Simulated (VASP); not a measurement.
Here is a VASP 6.6.1 calculation.

File INCAR:

```
  PREC = Accurate
  ENCUT = 600
  EDIFF = 1E-7
  ISMEAR = 0
  SIGMA = 0.2
  LREAL = F
  LASPH = T
  NELM = 120
  ALGO = Normal
  ISIF = 3
  LWAVE = F
  LCHARG = F
  GGA = PE
  IBRION = 2
  NSW = 36
  EDIFFG = -0.08
  GGA_COMPAT = F
  NELMIN = 4
```

KPOINTS

```
regular mesh
0
Gamma
  6 6 1
```

Contents of POSCAR:

```
In7O
1.0
    3.3500000000      0.0000000000      0.0000000000
   -1.6750000000      2.9011851000      0.0000000000
    0.0000000000      0.0000000000     18.3500000000
In O
7 1
Direct
    0.3333333300      0.6666666700      0.0736000000
    0.6666666700      0.3333333300      0.9264000000
    0.6666666700      0.3333333300      0.6420000000
    0.0000000000      0.0000000000      0.5000000000
    0.3333333300      0.6666666700      0.3580000000
    0.6666666700      0.3333333300      0.2160000000
    0.3333333300      0.6666666700      0.7840000000
    0.0000000000      0.0000000000      0.0000000000
```

Potentials or basis: VASP PAW PBE potentials, release 64 (In_d, O).

Run with:

```bash
$ cat potpaw_PBE.64/In_d/POTCAR potpaw_PBE.64/O/POTCAR > POTCAR
$ mpirun -np 1 vasp_std > vasp.out
```

Q: What does it give for the space group after relaxing (to 0.1 Å)?

A: P-3m1 (No. 164).

Q: Estimate the relaxed cell.

A: a = 3.293 Å, b = 3.293 Å, c = 21.057 Å, α = 90.00°, β = 90.00°, γ = 120.00°.

Q: What does it give for the relaxed volume?

A: 24.72 Å³/atom.

Q: What does it give for the band gap on the k mesh?

A: Zero (an odd number of electrons rules out a gap without spin polarisation).

The path:
| step | energy change (eV) | largest force (eV/Å) | pressure (GPa) | volume (Å³) |
| --- | --- | --- | --- | --- |
| 1 | 0.0000 | 1.4193 | 6.27 | 178.34 |
| 2 | -0.4446 | 0.1570 | -1.05 | 201.81 |
| 3 | -0.4551 | 0.1602 | -0.29 | 198.31 |
| 4 | -0.4776 | 0.1542 | -0.23 | 197.57 |
| 5 | -0.5276 | 0.2835 | 0.00 | 195.22 |
| 6 | -0.5032 | 0.9216 | 0.67 | 190.01 |
| 7 | -0.5382 | 0.5037 | 0.19 | 193.54 |
| 8 | -0.5609 | 0.4801 | 0.24 | 193.49 |
| 9 | -0.6115 | 0.3131 | 0.52 | 193.20 |
| 10 | -0.6107 | 0.2221 | 0.70 | 193.05 |
| 11 | -0.6130 | 0.2738 | 0.59 | 193.14 |
| 12 | -0.6310 | 0.1690 | 0.06 | 196.32 |
| 13 | -0.6347 | 0.0926 | -0.31 | 198.79 |
| 14 | -0.6380 | 0.0767 | 0.02 | 197.79 |

Caveat: the k points lie up to 0.37 Å⁻¹ apart in the final cell, too coarse for converged energies and pressures of a metal; spin-orbit coupling is left out, which moves the levels of the heavy elements; an odd number of electrons without spin polarisation forces a metal; a magnetic or distorted state may lie lower; the relaxation stopped at a loose force limit of 0.08 eV/Å, so its end isn't a converged minimum.
